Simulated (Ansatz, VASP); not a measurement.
**One calculation of PbS, two programs**

```
Pb S
1.0
     4.00896    0.00000    0.00000
    -2.00448    3.47187    0.00000
     0.00000    0.00000    3.77004
Pb S
1 1
Direct
  0.00000 0.00000 0.00000
  0.66667 0.33333 0.50000
```

Alike in both runs: task single point; functional PBE; dispersion D3(BJ); k mesh 12 × 12 × 12; occupations gaussian, width 0.1 eV; no spin polarisation.

|  | VASP | Ansatz |
| --- | --- | --- |
| version | VASP 6.6.1 | Ansatz 0.2.0 |
| potentials or method | VASP PAW PBE potentials, release 64 (Pb_d, S), cutoff 520 eV | scalar-relativistic, plane waves, PAW |
| valence electrons in the cell | 20 | 20 |

VASP gave:

- gap on the k mesh at the Fermi level (eV): none
- pressure (GPa): -0.1

Question: Which values does Ansatz return?

Answer: gap on the k mesh at the Fermi level (eV): none; pressure (GPa): 0.0.

A gap of «none» marks a metal or a gap that the smearing closes.

Neither program's run includes spin-orbit coupling.
